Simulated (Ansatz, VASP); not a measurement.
## One calculation of TiTe2, two programs

File INCAR:

```
  PREC = Accurate
  ENCUT = 520
  EDIFF = 1E-6
  ISMEAR = -1
  SIGMA = 0.05
  LREAL = F
  LASPH = T
  NELM = 150
  ALGO = Normal
  ISIF = 2
  LWAVE = F
  LCHARG = F
  LMAXMIX = 4
  LDAU = T
  LDAUTYPE = 2
  LDAUL = -1 2
  LDAUU = 0 8
  LDAUJ = 0 0
  LDAUPRINT = 1
  GGA = PS
  NBANDS = 19
```

File KPOINTS:

```
regular mesh
0
Gamma
  8 8 4
```

The input POSCAR:

```
TiTe2
1.0
    3.7770000000      0.0000000000      0.0000000000
   -1.8885000000      3.2709779501      0.0000000000
    0.0000000000      0.0000000000      6.4980000000
Te Ti
2 1
Direct
    0.3333333333      0.6666666667      0.7372000000
    0.6666666667      0.3333333333      0.2628000000
    0.0000000000      0.0000000000      0.0000000000
```

File input.yaml:

```yaml
crystal:
  lattice:
    - [3.777, 0.0, 0.0]
    - [-1.8885, 3.2709779501, 0.0]
    - [0.0, 0.0, 6.498]
  atoms:
    - { symbol: Te, position: [0.3333333333, 0.6666666667, 0.7372] }
    - { symbol: Te, position: [0.6666666667, 0.3333333333, 0.2628] }
    - { symbol: Ti, position: [0.0, 0.0, 0.0] }
hamiltonian:
  xc: pbesol
  pseudopotentials: { kind: paw }
  hubbard: { sites: [{ species: Ti, l: d, u_eff: 8.0 }] }
kpoints:
  mp_grid: { grid: [8, 8, 4] }
scf:
  occupations: { method: fermi_dirac, width: 0.05 }
  n_extra_bands: 7
output:
  forces: true
  stress: true
  eigenvalues: true
  dos: { projected: true, de: 0.05, nscf_kmesh: { grid: [12, 12, 6] } }
```

Alike in both runs: functional PBEsol; k mesh 8 × 8 × 4; occupations fermi-dirac, width 0.05 eV; no spin polarisation; Hubbard terms Ti d U = 8.0 eV.

|  | VASP | Ansatz |
| --- | --- | --- |
| version | VASP 6.6.1 | Ansatz 0.2.0 |
| potentials or method | VASP PAW PBE potentials, release 64 (Te, Ti_sv) | Ansatz PAW |
| plane-wave cutoff (eV) | 520 | 420 |
| valence electrons in the cell | 24 | 44 |
| task | single point | projected density of states |

|  | VASP | Ansatz | Ansatz less VASP |
| --- | --- | --- | --- |
| gap on the k mesh at the Fermi level (eV) | none | none | - |
| pressure (GPa) | 3.3 | 6.6 | +3.29 |
| traceless stress, the component that is largest in VASP (GPa) | -0.43 | -2.45 | -2.024 |
| rms of the force components (eV/Å) | 0.114 | 0.146 | +0.0319 |

VASP's potentials were made for PBE, not for PBEsol. The programs project onto different local orbitals, so the same U acts differently, and such runs can settle in different states. Atom by atom the forces differ by 0.032 eV/Å (rms over components). A gap of «none» marks a metal or a gap that the smearing closes. VASP's potentials hold 24 valence electrons a cell and Ansatz's 44, so a difference there can come from the potentials and not from the codes.

Spin-orbit coupling is off throughout.
